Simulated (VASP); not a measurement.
# Rh (I4/mmm) in VASP: notebook

Runs on Rh. Level: LDA. Tasks: single point.

Program: VASP 6.6.1. These are calculated values, not measurements. Logs are shortened: lines on timing, memory, paths and dates and some standing lists are left out, and cuts for length are marked.

## Step 1: The cell of the first run

Symmetry: I4/mmm, No. 139, tetragonal system. The conventional cell has a = 2.662 Å, b = 2.662 Å, c = 3.803 Å, α = 90.00°, β = 90.00°, γ = 90.00°. Within 3.5 Å of Rh (site symmetry 4/mmm) lie 12 Rh at 2.66 to 2.68 Å.

## Step 2: Single point, LDA (equal xx and yy strain of -1 %)

File INCAR:

```
  PREC = Accurate
  ENCUT = 520
  EDIFF = 1E-6
  ISMEAR = -1
  SIGMA = 0.03
  LREAL = F
  LASPH = T
  NELM = 60
  ALGO = Normal
  ISIF = 2
  LWAVE = F
  LCHARG = F
  GGA = CA
  NBANDS = 14
```

File KPOINTS:

```
Automatic mesh
0
Gamma
  16 16 16
```

File POSCAR:

```
Rh
1.0
    0.0000000000      1.8825345000      1.9015500000
    1.8825345000      0.0000000000      1.9015500000
    1.8825345000      1.8825345000      0.0000000000
Rh
1
Direct
    0.0000000000      0.0000000000      0.0000000000
```

Potentials or basis: VASP PAW LDA potentials, release 64 (Rh_pv).

Run with:

```
> cat potpaw_LDA.64/Rh_pv/POTCAR > POTCAR
> mpirun -np 1 vasp_std > vasp.out
```

OUTCAR:

```text
PREC = Accurate
   ENCUT = 520
   EDIFF = 1E-6
   ISMEAR = -1
   LREAL = F
   LASPH = T
   NELM = 60
   ISIF = 2
   GGA = CA

 ion  position               nearest neighbor table
   1  0.000  0.000  0.000-

  LATTYP: Found a body centered tetragonal cell.
 ALAT       =     2.6623058215
 C/A-ratio  =     1.4284985479

  Lattice vectors:

 A1 = (  -1.8825345000,   0.0000000000,   1.9015500000)
 A2 = (   1.8825345000,   0.0000000000,   1.9015500000)
 A3 = (   0.0000000000,   1.8825345000,  -1.9015500000)

Analysis of symmetry for initial positions (statically):
=====================================================================
 Subroutine PRICEL returns:
 Original cell was already a primitive cell.

 Routine SETGRP: Setting up the symmetry group for a
 body centered tetragonal supercell.

 Subroutine GETGRP returns: Found 16 space group operations
 (whereof 16 operations were pure point group operations)
 out of a pool of 16 trial point group operations.

The static configuration has the point symmetry D_4h.

Analysis of symmetry for dynamics (positions and initial velocities):
=====================================================================
 Subroutine PRICEL returns:
 Original cell was already a primitive cell.

 Routine SETGRP: Setting up the symmetry group for a
 body centered tetragonal supercell.

 Subroutine GETGRP returns: Found 16 space group operations
 (whereof 16 operations were pure point group operations)
 out of a pool of 16 trial point group operations.

The dynamic configuration has the point symmetry D_4h.

 Subroutine INISYM returns: Found 16 space group operations
 (whereof 16 operations are pure point group operations),
 and found     1 'primitive' translations

----------------------------------------------------------------------------------------

                                     Primitive cell

  volume of cell :      13.4779

  direct lattice vectors                    reciprocal lattice vectors
     0.000000000  1.882534500  1.901550000    -0.265599382  0.265599382  0.262943388
     1.882534500  0.000000000  1.901550000     0.265599382 -0.265599382  0.262943388
     1.882534500  1.882534500  0.000000000     0.265599382  0.265599382 -0.262943388

  length of vectors
     2.675785594  2.675785594  2.662305822     0.458503314  0.458503314  0.458503314

  position of ions in fractional coordinates (direct lattice)
     0.000000000  0.000000000  0.000000000

[... 75 lines left out ...]
   EDIFF  = 0.1E-05   stopping-criterion for ELM
   LREAL  =      F    real-space projection
   EDIFFG = 0.1E-04   stopping-criterion for IOM
   NSW    =      0    number of steps for IOM
   IBRION =     -1    ionic relax: 0-MD 1-quasi-New 2-CG
   NFREE  =      0    steps in history (QN), initial steepest desc. (CG)
   ISIF   =      2    stress and relaxation
   ISYM   =      2    0-nonsym 1-usesym 2-fastsym
   POTIM  = 0.5000    time-step for ionic-motion
   TEBEG  =    0.0;   TEEND  =   0.0 temperature during run
   PSTRESS=    0.0 pullay stress
   NELECT =      15.0000    total number of electrons
   NUPDOWN=      -1.0000    fix difference up-down
   EMIN   =  10.00;   EMAX   =-10.00  energy-range for DOS
   EFERMI =   0.00;   METHOD = LEGACY
   ISMEAR =    -1;   SIGMA  =   0.03  broadening in eV -4-tet -1-fermi 0-gaus
   EFERMI_NEDOS =   21; number of points for ismear=-14 and -15
   IALGO  =     38    algorithm
   IMIX   =      4    mixing-type and parameters
     AMIX     =   0.40;   BMIX     =  1.00
     AMIX_MAG =   1.60;   BMIX_MAG =  1.00
  volume/ion in A,a.u.               =      13.48        90.95
  Fermi-wavevector in a.u.,A,eV,Ry     =   1.696540  3.205995 39.160930  2.878247
  Thomas-Fermi vector in A             =   2.777384
   LORBIT       =      0    0 simple, 1 ext, 2 COOP (PROOUT), +10 PAW based schemes
   GGA     = CA    functional components
   LHFCALC =     F    Hartree Fock is set to
   AEXX    =    0.0000 exact exchange contribution
   IVDW    =     0    specifies the selected vdW correction
   LEPSILON=     F    determine dielectric tensor
   LRPA    =     F    only Hartree local field effects (RPA)
 non-spin polarized calculation
  energy-cutoff  :      520.00
  volume of cell :       13.48
 maximum number of plane-waves:       376
   NGX =  9   NGY =  9   NGZ =  9

 number of electron      15.0000006 magnetization

 Free energy of the ion-electron system (eV)
  ---------------------------------------------------
  ext. energy  EPLUGINS =         0.00000000
  ---------------------------------------------------
  free energy    TOTEN  =        -8.68069953 eV

  energy without entropy =       -8.67631899  energy(sigma->0) =       -8.67850926

 E-fermi :  12.0707     XC(G=0): -14.4784

 val. band max:       12.0699002014   @ k =   0.3125   0.2500   0.0625
 cond. band min:      12.0707086426   @ k =  -0.3750   0.2500   0.0000
 fundamental gap:      0.0008084412
 Fermi energy:        12.0706817482

 k-point     1 :       0.0000    0.0000    0.0000
  band No.  band energies     occupation
      1     -34.1175      2.00000
      2     -34.1128      2.00000
      3     -34.1128      2.00000
      4       3.9046      2.00000
      5       8.8015      2.00000
      6       8.9147      2.00000
      7       8.9147      2.00000
      8      11.0016      2.00000
      9      11.1384      2.00000
     10      28.0145      0.00000
     11      32.3795      0.00000
     12      33.3232      0.00000
     13      33.6380      0.00000
     14      33.6380      0.00000
[... 377 lines left out ...]
      1     -34.1904      2.00000
      2     -34.1400      2.00000
      3     -34.1181      2.00000
      4       4.3281      2.00000
      5       8.6972      2.00000
      6       9.0086      2.00000
      7       9.0653      2.00000
      8      10.9355      2.00000
      9      11.0363      2.00000
     10      28.6269      0.00000
     11      31.9141      0.00000
     12      32.3835      0.00000
     13      33.4217      0.00000
     14      34.5324      0.00000

 [... further k-points ...]
[... 5 lines left out ...]
  --------------------------------------------------------------------------------------
  -------------------------------------------------------------------------------------
  Total       -0.3368047     -0.3368047     -0.5510285      0.0000000     -0.0000000      0.0000000
  in kB      -40.0373303    -40.0373303    -65.5029717      0.0000000     -0.0000000      0.0000000
  external PRESSURE =     -48.5258774 kB  Pullay stress =       0.0000000 kB

 VOLUME and BASIS-vectors are now :
 -----------------------------------------------------------------------------
  energy-cutoff  :      520.00
  volume of cell :       13.48
      direct lattice vectors                 reciprocal lattice vectors
     0.000000000  1.882534500  1.901550000    -0.265599382  0.265599382  0.262943388
     1.882534500  0.000000000  1.901550000     0.265599382 -0.265599382  0.262943388
     1.882534500  1.882534500  0.000000000     0.265599382  0.265599382 -0.262943388

 POSITION                                       TOTAL-FORCE (eV/Angst)
 -----------------------------------------------------------------------------------
      0.00000      0.00000      0.00000         0.000000      0.000000     -0.000000
 -----------------------------------------------------------------------------------
    total drift:                                0.000000      0.000000      0.000000

  FREE ENERGIE OF THE ION-ELECTRON SYSTEM (eV)
  ---------------------------------------------------
  free  energy   TOTEN  =        -8.6806995326 eV

  energy  without entropy=       -8.6763189865  energy(sigma->0) =       -8.67850926
```

OSZICAR:

```text
N       E                     dE             d eps       ncg     rms          rms(c)
DAV:   1     0.119527559737E+03    0.11953E+03   -0.86986E+03  9788   0.115E+03
DAV:   2    -0.765167012477E+01   -0.12718E+03   -0.12160E+03 10792   0.342E+02
DAV:   3    -0.924398964704E+01   -0.15923E+01   -0.15894E+01 11752   0.422E+01
DAV:   4    -0.924980423046E+01   -0.58146E-02   -0.58145E-02 11062   0.261E+00
DAV:   5    -0.924985371908E+01   -0.49489E-04   -0.49488E-04 11482   0.212E-01    0.111E+01
DAV:   6    -0.870724373568E+01    0.54261E+00   -0.90746E-01 10342   0.131E+01    0.373E+00
DAV:   7    -0.868593713676E+01    0.21307E-01   -0.17171E-02 11110   0.156E+00    0.176E+00
DAV:   8    -0.868090037852E+01    0.50368E-02   -0.52511E-03 10408   0.102E+00    0.214E-01
DAV:   9    -0.868069341409E+01    0.20696E-03   -0.28443E-04 10294   0.242E-01    0.453E-02
DAV:  10    -0.868069972599E+01   -0.63119E-05   -0.33482E-06 10986   0.213E-02    0.519E-03
DAV:  11    -0.868069953264E+01    0.19335E-06   -0.60723E-07  5240   0.108E-02
   1 F= -.86806995E+01 E0= -.86785093E+01  d E =-.438055E-02
```

stdout:

```text
POSCAR found type information on POSCAR Rh
 POSCAR found :  1 types and       1 ions
 scaLAPACK will be used
 LDA part: xc-table for (Slater(with rela. corr.)+CA(PZ))
 , standard interpolation
 POSCAR, INCAR and KPOINTS ok, starting setup
 FFT: planning ... GRIDC
 FFT: planning ... GRID_SOFT
 FFT: planning ... GRID
 WAVECAR not read
 entering main loop
```

Run time: 32 s. Hardware: 1 thread of Intel Xeon 6975P-C, shared host; peak memory 0.17 GiB.

Results:

| Property | Result |
| --- | --- |
| Free energy | -8.6807 eV |
| Pressure | -4.9 GPa |

Caveat: the cell differs from its parent crystal (equal xx and yy strain of -1 %).

## Step 3: Single point, LDA (equal xx and yy strain of +1 %)

File INCAR:

```
SYSTEM = Rh
ALGO = Normal
EDIFF = 1E-7
ENCUT = 520
ISIF = 2
ISMEAR = -1
LASPH = .True.
LCHARG = .False.
LREAL = .False.
LWAVE = .False.
NBANDS = 14
NELM = 100
PREC = Accurate
SIGMA = 0.03
```

File KPOINTS:

```
k-points
0
Gamma
  16 16 16
  0 0 0
```

File POSCAR:

```
Rh
1.0
    0.0000000000      1.9205655000      1.9015500000
    1.9205655000      0.0000000000      1.9015500000
    1.9205655000      1.9205655000      0.0000000000
Rh
1
Direct
    0.0000000000      0.0000000000      0.0000000000
```

Potentials or basis: VASP PAW LDA potentials, release 64 (Rh_pv).

Run with:

```
> cat potpaw_LDA.64/Rh_pv/POTCAR > POTCAR
> mpirun -np 1 vasp_std > vasp.out
```

OUTCAR:

```text
SYSTEM = Rh
   EDIFF = 1E-7
   ENCUT = 520
   ISIF = 2
   ISMEAR = -1
   LASPH = .True.
   LREAL = .False.
   NELM = 100
   PREC = Accurate

 ion  position               nearest neighbor table
   1  0.000  0.000  0.000-

  LATTYP: Found a body centered tetragonal cell.
 ALAT       =     2.7160897775
 C/A-ratio  =     1.4002114479

  Lattice vectors:

 A1 = (   0.0000000000,  -1.9205655000,  -1.9015500000)
 A2 = (   0.0000000000,   1.9205655000,  -1.9015500000)
 A3 = (   1.9205655000,   0.0000000000,   1.9015500000)

Analysis of symmetry for initial positions (statically):
=====================================================================
 Subroutine PRICEL returns:
 Original cell was already a primitive cell.

 Routine SETGRP: Setting up the symmetry group for a
 body centered tetragonal supercell.

 Subroutine GETGRP returns: Found 16 space group operations
 (whereof 16 operations were pure point group operations)
 out of a pool of 16 trial point group operations.

The static configuration has the point symmetry D_4h.

Analysis of symmetry for dynamics (positions and initial velocities):
=====================================================================
 Subroutine PRICEL returns:
 Original cell was already a primitive cell.

 Routine SETGRP: Setting up the symmetry group for a
 body centered tetragonal supercell.

 Subroutine GETGRP returns: Found 16 space group operations
 (whereof 16 operations were pure point group operations)
 out of a pool of 16 trial point group operations.

The dynamic configuration has the point symmetry D_4h.

 Subroutine INISYM returns: Found 16 space group operations
 (whereof 16 operations are pure point group operations),
 and found     1 'primitive' translations

----------------------------------------------------------------------------------------

                                     Primitive cell

  volume of cell :      14.0280

[... 108 lines left out ...]
  Fermi-wavevector in a.u.,A,eV,Ry     =   1.674069  3.163531 38.130405  2.802506
  Thomas-Fermi vector in A             =   2.758929
   LORBIT       =      0    0 simple, 1 ext, 2 COOP (PROOUT), +10 PAW based schemes
   GGA     = CA    functional components
   LHFCALC =     F    Hartree Fock is set to
   AEXX    =    0.0000 exact exchange contribution
   IVDW    =     0    specifies the selected vdW correction
   LEPSILON=     F    determine dielectric tensor
   LRPA    =     F    only Hartree local field effects (RPA)
 non-spin polarized calculation
  energy-cutoff  :      520.00
  volume of cell :       14.03
 maximum number of plane-waves:       388
   NGX =  9   NGY =  9   NGZ =  9

 number of electron      15.0000003 magnetization

 Free energy of the ion-electron system (eV)
  ---------------------------------------------------
  ext. energy  EPLUGINS =         0.00000000
  ---------------------------------------------------
  free energy    TOTEN  =        -8.64570998 eV

  energy without entropy =       -8.64107356  energy(sigma->0) =       -8.64339177

 E-fermi :  11.3283     XC(G=0): -14.2238

 val. band max:       11.3260491636   @ k =  -0.3750   0.0000   0.2500
 cond. band min:      11.3289266201   @ k =  -0.3750  -0.0000   0.0625
 fundamental gap:      0.0028774565
 Fermi energy:        11.3282522933

 k-point     1 :       0.0000    0.0000    0.0000
  band No.  band energies     occupation
      1     -34.7905      2.00000
      2     -34.7905      2.00000
      3     -34.7860      2.00000
      4       3.4577      2.00000
      5       8.2915      2.00000
      6       8.2915      2.00000
      7       8.3959      2.00000
      8      10.3233      2.00000
      9      10.4490      2.00000
     10      27.3062      0.00000
     11      31.7464      0.00000
     12      32.4964      0.00000
     13      32.4964      0.00000
     14      32.7927      0.00000
[... 377 lines left out ...]
      1     -34.8547      2.00000
      2     -34.8063      2.00000
      3     -34.7961      2.00000
      4       3.8606      2.00000
      5       8.1066      2.00000
      6       8.4344      2.00000
      7       8.5793      2.00000
      8      10.1477      2.00000
      9      10.4651      2.00000
     10      27.8693      0.00000
     11      30.9025      0.00000
     12      31.7474      0.00000
     13      32.8006      0.00000
     14      33.3266      0.00000

 [... further k-points ...]
[... 5 lines left out ...]
  --------------------------------------------------------------------------------------
  -------------------------------------------------------------------------------------
  Total       -1.4066441     -1.4066441     -1.2108474      0.0000000      0.0000000      0.0000000
  in kB     -160.6566934   -160.6566934   -138.2942140      0.0000000      0.0000000      0.0000000
  external PRESSURE =    -153.2025336 kB  Pullay stress =       0.0000000 kB

 VOLUME and BASIS-vectors are now :
 -----------------------------------------------------------------------------
  energy-cutoff  :      520.00
  volume of cell :       14.03
      direct lattice vectors                 reciprocal lattice vectors
     0.000000000  1.920565500  1.901550000    -0.260339988  0.260339988  0.262943388
     1.920565500  0.000000000  1.901550000     0.260339988 -0.260339988  0.262943388
     1.920565500  1.920565500  0.000000000     0.260339988  0.260339988 -0.262943388

 POSITION                                       TOTAL-FORCE (eV/Angst)
 -----------------------------------------------------------------------------------
      0.00000      0.00000      0.00000         0.000000      0.000000      0.000000
 -----------------------------------------------------------------------------------
    total drift:                                0.000000      0.000000      0.000000

  FREE ENERGIE OF THE ION-ELECTRON SYSTEM (eV)
  ---------------------------------------------------
  free  energy   TOTEN  =        -8.6457099773 eV

  energy  without entropy=       -8.6410735566  energy(sigma->0) =       -8.64339177
```

OSZICAR:

```text
N       E                     dE             d eps       ncg     rms          rms(c)
DAV:   1     0.119375549856E+03    0.11938E+03   -0.87382E+03  9806   0.114E+03
DAV:   2    -0.764243290666E+01   -0.12702E+03   -0.12140E+03 10768   0.340E+02
DAV:   3    -0.921816165830E+01   -0.15757E+01   -0.15721E+01 11962   0.418E+01
DAV:   4    -0.922413654475E+01   -0.59749E-02   -0.59747E-02 11128   0.264E+00
DAV:   5    -0.922418918272E+01   -0.52638E-04   -0.52639E-04 11530   0.219E-01    0.101E+01
DAV:   6    -0.866821971019E+01    0.55597E+00   -0.97745E-01 10330   0.134E+01    0.321E+00
DAV:   7    -0.865073791385E+01    0.17482E-01   -0.14677E-02 11080   0.137E+00    0.159E+00
DAV:   8    -0.864582842701E+01    0.49095E-02   -0.42345E-03 10636   0.902E-01    0.151E-01
DAV:   9    -0.864570417327E+01    0.12425E-03   -0.17870E-04 10468   0.188E-01    0.366E-02
DAV:  10    -0.864571008093E+01   -0.59077E-05   -0.30534E-06 10984   0.204E-02    0.264E-03
DAV:  11    -0.864570997255E+01    0.10838E-06   -0.31560E-07 10840   0.749E-03    0.378E-04
DAV:  12    -0.864570997732E+01   -0.47644E-08   -0.68706E-09  5162   0.118E-03
   1 F= -.86457100E+01 E0= -.86433918E+01  d E =-.463642E-02
```

stdout:

```text
POSCAR found type information on POSCAR Rh
 POSCAR found :  1 types and       1 ions
 scaLAPACK will be used
 LDA part: xc-table for (Slater(with rela. corr.)+CA(PZ))
 , standard interpolation
 POSCAR, INCAR and KPOINTS ok, starting setup
 FFT: planning ... GRIDC
 FFT: planning ... GRID_SOFT
 FFT: planning ... GRID
 WAVECAR not read
 entering main loop
```

It took 33 s on 1 thread of Intel Xeon 6975P-C, shared host; peak memory 0.17 GiB.

What came out:

* Free energy: -8.6457 eV
* Pressure: -15.3 GPa

Stress tensor (GPa, compression positive):
```
-16.07   0.00   0.00
  0.00 -16.07   0.00
  0.00   0.00 -13.83
```

Levels at points of the mesh, in eV from the Fermi level:
```
           k point  band 3  band 4  band 5  band 6  band 7  band 8  band 9  band 10  band 11  band 12
(0.00, 0.00, 0.00)  -46.11   -7.87   -3.04   -3.04   -2.93   -1.00   -0.88    15.98    20.42    21.17
(0.50, 0.00, 0.00)  -46.21   -5.99   -3.12   -3.01    0.54    0.60    0.73     8.39    15.48    20.42
(0.50, 0.50, 0.00)  -46.38   -6.14   -5.80    0.55    0.97    0.97    3.33    12.18    12.98    12.98
(0.50, 0.00, 0.50)  -46.36   -6.14   -5.79    0.56    0.92    1.01    3.12    11.90    13.11    13.21
```

Caveat: the cell differs from its parent crystal (equal xx and yy strain of +1 %).

## Step 4: Single point, LDA (equal xx and yy strain of +2 %)

INCAR, as its differences from that of step 3:

```diff
@@ -2,3 +2,3 @@
 ALGO = Normal
-EDIFF = 1E-7
+EDIFF = 1E-6
 ENCUT = 520
@@ -11,3 +11,3 @@
 NBANDS = 14
-NELM = 100
+NELM = 60
 PREC = Accurate
```

KPOINTS is that of step 3.

File POSCAR:

```
Rh
1.0
    0.0000000000      1.9395810000      1.9015500000
    1.9395810000      0.0000000000      1.9015500000
    1.9395810000      1.9395810000      0.0000000000
Rh
1
Direct
    0.0000000000      0.0000000000      0.0000000000
```

Run with:

```
> cat potpaw_LDA.64/Rh_pv/POTCAR > POTCAR
> mpirun -np 1 vasp_std > vasp.out
```

It took 28 s on 1 thread of Intel Xeon 6975P-C, shared host; peak memory 0.17 GiB.

The run converged. Its results:

| Property | Result |
| --- | --- |
| Free energy | -8.6135 eV |
| Pressure | -19.7 GPa |

Stress tensor (GPa, compression positive):
```
-21.07   0.00   0.00
  0.00 -21.07   0.00
  0.00   0.00 -16.88
```

Levels at points of the mesh, in eV from the Fermi level:
```csv
k point,band 3,band 4,band 5,band 6,band 7,band 8,band 9,band 10,band 11,band 12
"(0.00, 0.00, 0.00)",-46.08,-7.73,-2.98,-2.98,-2.78,-1.04,-0.80,15.99,20.47,20.98
"(0.50, 0.00, 0.00)",-46.16,-5.83,-3.07,-2.86,0.50,0.60,0.75,8.20,15.48,20.47
"(0.50, 0.50, 0.00)",-46.34,-5.96,-5.63,0.53,0.95,0.95,3.44,12.12,12.75,12.75
"(0.50, 0.00, 0.50)",-46.30,-5.96,-5.62,0.54,0.84,1.01,3.03,11.57,13.01,13.20
```

Caveat: the cell differs from its parent crystal (equal xx and yy strain of +2 %).

## Step 5: Summary

| cell | gap on the mesh (eV) | pressure (GPa) |
| --- | --- | --- |
| a = 2.676, b = 2.676, c = 2.662 Å, angles 60.2, 60.2, 59.7°, 1 atom | none | -4.9 |
| a = 2.703, b = 2.703, c = 2.716 Å, angles 59.8, 59.8, 60.3°, 1 atom | none | -15.3 |
| a = 2.716, b = 2.716, c = 2.743 Å, angles 59.7, 59.7, 60.7°, 1 atom | none | -19.7 |

Alike in all rows: task single point; level LDA; potentials or basis VASP PAW LDA potentials, release 64 (Rh_pv); no spin polarisation; k mesh 16 × 16 × 16; cutoff (eV) 520; smearing fermi-dirac 0.03 eV.

Total energies depend on the potentials used, so only differences within one code and one set of settings carry meaning.
